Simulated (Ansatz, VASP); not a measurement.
This is a calculation of ZnAu for Ansatz 0.2.0.

Contents of input.yaml:

```yaml
crystal:
  lattice:
    - [3.1044677592, 0.0, 0.0]
    - [0.0, 3.1044677592, 0.0]
    - [0.0, 0.0, 3.1044677592]
  atoms:
    - { symbol: Au, position: [0.0, 0.0, 0.0] }
    - { symbol: Zn, position: [0.5, 0.5, 0.5] }
hamiltonian:
  xc: pbesol
  pseudopotentials: { kind: paw }
kpoints:
  mp_grid: { grid: [8, 8, 8] }
scf:
  occupations: { method: fermi_dirac, width: 0.05 }
output:
  forces: true
  stress: true
  eigenvalues: true
```

Potentials or basis: Ansatz PAW.

The run is started by

```bash
$ ansatz run input.yaml --threads 2 --pin off --max-ram 5632MiB --backend cpu --events-out ev --progress --plain --runs-dir out
```

Q: Set up the same calculation for VASP 6.6.1. Potentials there: VASP PAW PBE potentials, release 64 (Au, Zn).

A: As run (the cutoff follows the program's own potentials):

INCAR

```
SYSTEM = ZnAu
PREC = Accurate
ENCUT = 520
EDIFF = 1E-7
ISMEAR = -1
SIGMA = 0.05
LREAL = .FALSE.
LASPH = .TRUE.
NELM = 100
ALGO = Normal
ISIF = 2
LWAVE = .FALSE.
LCHARG = .FALSE.
GGA = PS
NBANDS = 18
```

File KPOINTS:

```
Automatic mesh
0
G
  8 8 8
  0 0 0
```

Contents of POSCAR:

```
ZnAu
1.0
    3.1044677592      0.0000000000      0.0000000000
    0.0000000000      3.1044677592      0.0000000000
    0.0000000000      0.0000000000      3.1044677592
Au Zn
1 1
Direct
    0.0000000000      0.0000000000      0.0000000000
    0.5000000000      0.5000000000      0.5000000000
```

Potentials or basis: VASP PAW PBE potentials, release 64 (Au, Zn).

The run is started by

```sh
$ cat potpaw_PBE.64/Au/POTCAR potpaw_PBE.64/Zn/POTCAR > POTCAR
$ mpirun -np 1 vasp_std > vasp.out
```

Both were run:

|  | VASP | Ansatz | Ansatz less VASP |
| --- | --- | --- | --- |
| gap on the k mesh at the Fermi level (eV) | none | none | - |
| pressure (GPa) | 4.0 | 3.8 | -0.20 |

VASP's potentials were made for PBE, not for PBEsol. A gap of «none» marks a metal or a gap that the smearing closes. The functional is the same, so the differences come from potentials, cutoffs and numerics. VASP's potentials hold 23 valence electrons a cell and Ansatz's 31, so a difference there can come from the potentials and not from the codes.

Neither program's run includes spin-orbit coupling.
